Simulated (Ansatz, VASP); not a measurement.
# TaOs: VASP beside Ansatz

```
CELL_PARAMETERS angstrom
2.89759 0.00000 0.00000
-1.44880 2.50939 0.00000
0.00000 0.00000 4.45384
ATOMIC_POSITIONS crystal
Ta 0.00000 0.00000 0.00000
Os 0.33333 0.66667 0.50000
```

Alike in both runs: functional PBE; k mesh 24 × 24 × 12; occupations gaussian, width 0.1 eV; no spin polarisation.

Ansatz relaxed the structure, and its values are those at the end. VASP's run is a single point on that final structure, the one shown.

```csv
,VASP,Ansatz
version,VASP 6.6.1,Ansatz 0.2.0
potentials or method,"VASP PAW PBE potentials, release 64 (Ta_pv, Os), cutoff 520 eV","scalar-relativistic, plane waves, PAW"
valence electrons in the cell,19,29
```

```csv
,VASP,Ansatz,Ansatz less VASP
gap on the k mesh at the Fermi level (eV),none,none,-
pressure (GPa),0.1,0.0,-0.12
```

A gap of «none» marks a metal or a gap that the smearing closes. VASP's potentials hold 19 valence electrons a cell and Ansatz's 29, so a difference there can come from the potentials and not from the codes.

Neither program's run includes spin-orbit coupling.
